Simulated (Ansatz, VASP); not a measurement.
## Rh: VASP beside Ansatz

```
Rh
1.0
     2.65486    0.00000    0.00000
     0.00000    3.75454    0.00000
     0.00000    0.00000   21.30970
Rh
5
Cartesian
  0.0000 0.0000 8.1186
  1.3274 1.8773 9.2819
  0.0000 0.0000 10.6549
  1.3274 1.8773 12.0278
  0.0000 0.0000 13.1911
```

Alike in both runs: functional LDA; k mesh 14 × 10 × 1; occupations fermi-dirac, width 0.08 eV; no spin polarisation.

Ansatz relaxed the structure, and its values are those at the end. VASP's run is a single point on that final structure, the one shown.

```csv
,VASP,Ansatz
version,VASP 6.6.1,Ansatz 0.2.0
potentials or method,"VASP PAW LDA potentials, release 64 (Rh_pv), cutoff 520 eV","all-electron LAPW, scalar-relativistic"
```

Ansatz gave:

* rms of the force components (eV/Å): 0.004

Estimate VASP's values.

rms of the force components (eV/Å): 0.022.

LDA's correlation is that of Perdew and Zunger in VASP and of Perdew and Wang (1992) in Ansatz. Ansatz ran all-electron here, and VASP with PAW potentials.
